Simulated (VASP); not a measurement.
BPH6: single point with PBE

System: BPH6, in a box.

```
B P H
1.0
    10.60000    0.00000    0.00000
     0.00000   10.90000    0.00000
     0.00000    0.00000   11.20000
B P H
1 1 6
Direct
  0.56466 0.56288 0.56119
  0.46045 0.46154 0.46258
  0.62588 0.62242 0.49028
  0.62588 0.49002 0.61914
  0.48974 0.62242 0.61914
  0.51974 0.37904 0.38228
  0.37562 0.51920 0.38228
  0.37561 0.37903 0.51868
```

| Quantity | Value |
| --- | --- |
| Program | VASP 6.6.1 |
| Task | single point |
| Functional | PBE |
| Potentials or basis | VASP PAW PBE potentials, release 64 (B, P, H) |
| Cutoff | 520 eV |
| k mesh | 1 × 1 × 1 |
| Occupations | gaussian, width 0.05 eV |
| Spin | no spin polarisation |

* Largest force: 0.063 eV/Å
* Gap between the frontier levels: 6.27 eV

Forces on the atoms (eV/Å):
```
B    0.003  0.003  0.003
P   -0.037 -0.036 -0.036
H    0.004  0.004 -0.007
H    0.004 -0.007  0.004
H   -0.007  0.004  0.004
H   -0.014  0.023  0.023
H    0.023 -0.014  0.023
H    0.023  0.023 -0.013
```

Levels at points of the mesh, in eV from the valence-band top:
| k point | band 3 | band 4 | band 5 | band 6 | band 7 | band 8 | band 9 | band 10 | band 11 | band 12 |
| --- | --- | --- | --- | --- | --- | --- | --- | --- | --- | --- |
| (0.00, 0.00, 0.00) | -3.36 | -3.36 | -0.48 | 0.00 | 0.00 | 6.27 | 6.71 | 6.71 | 7.10 | 7.63 |

Wall time 73 s on 1 thread of Intel(R) Xeon(R) 6975P-C (Granite Rapids), with other jobs on the host, peak memory 0.98 GiB.
